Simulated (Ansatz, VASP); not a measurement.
**One calculation of CsI, two programs**

Contents of INCAR:

```
PREC     = Accurate       # precision mode
ENCUT    = 500            # plane-wave cutoff, eV
EDIFF    = 1E-6           # SCF threshold, eV
ISMEAR   = -1             # smearing method
SIGMA    = 0.01           # smearing width, eV
LREAL    = F              # projectors in reciprocal space
LASPH    = T              # aspherical terms in the spheres
NELM     = 120            # most SCF steps
ALGO     = Normal         # electronic algorithm
ISIF     = 2              # what is computed and relaxed
LWAVE    = F              # write WAVECAR
LCHARG   = F              # write CHGCAR
NBANDS   = 15             # bands
GGA_COMPAT= F
```

File KPOINTS:

```
Automatic mesh
0
Gamma
  7 7 7
```

The input POSCAR:

```
CsI
1.0
    4.4734758827      0.0000000000      0.0000000000
    0.0000000000      4.4734758827      0.0000000000
    0.0000000000      0.0000000000      4.4734758827
Cs I
1 1
Direct
    0.0000000000      0.0000000000      0.0000000000
    0.5000000000      0.5000000000      0.5000000000
```

Input for Ansatz:

```yaml
crystal:
  lattice:
    - [4.4734758827, 0.0, 0.0]
    - [0.0, 4.4734758827, 0.0]
    - [0.0, 0.0, 4.4734758827]
  atoms:
    - { symbol: Cs, position: [0.0, 0.0, 0.0] }
    - { symbol: I, position: [0.5, 0.5, 0.5] }
kpoints:
  mp_grid: { grid: [7, 7, 7] }
  band_path:
    path:
      - [0.0, 0.0, 0.0]
      - [0.0, 0.5, 0.0]
      - [0.5, 0.5, 0.0]
      - [0.0, 0.0, 0.0]
      - [0.5, 0.5, 0.5]
      - [0.0, 0.5, 0.0]
      - [0.5, 0.5, 0.5]
      - [0.5, 0.5, 0.0]
    npoints: 5
scf:
  occupations: { method: fermi_dirac, width: 0.01 }
hamiltonian:
  xc: lda
  pseudopotentials: { kind: all_electron, lapw: { basis_error: 0.00025 } }
output:
  forces: true
  stress: true
  eigenvalues: true
```

Change from the starting cell: volume scaled by 0.94.

Alike in both runs: task single point; functional LDA; k mesh 7 × 7 × 7; occupations fermi-dirac, width 0.01 eV; no spin polarisation.

```csv
,VASP,Ansatz
version,VASP 6.6.1,Ansatz 0.2.0
potentials or method,"VASP PAW LDA potentials, release 64 (Cs_sv, I), cutoff 500 eV","all-electron LAPW, scalar-relativistic"
```

|  | VASP | Ansatz | Ansatz less VASP |
| --- | --- | --- | --- |
| gap on the k mesh at the Fermi level (eV) | 3.78 | 3.78 | -0.008 |
| pressure (GPa) | -0.7 | -0.7 | -0.06 |

LDA's correlation is that of Perdew and Zunger in VASP and of Perdew and Wang (1992) in Ansatz. Ansatz ran all-electron here, and VASP with PAW potentials.

Spin-orbit coupling is off throughout.
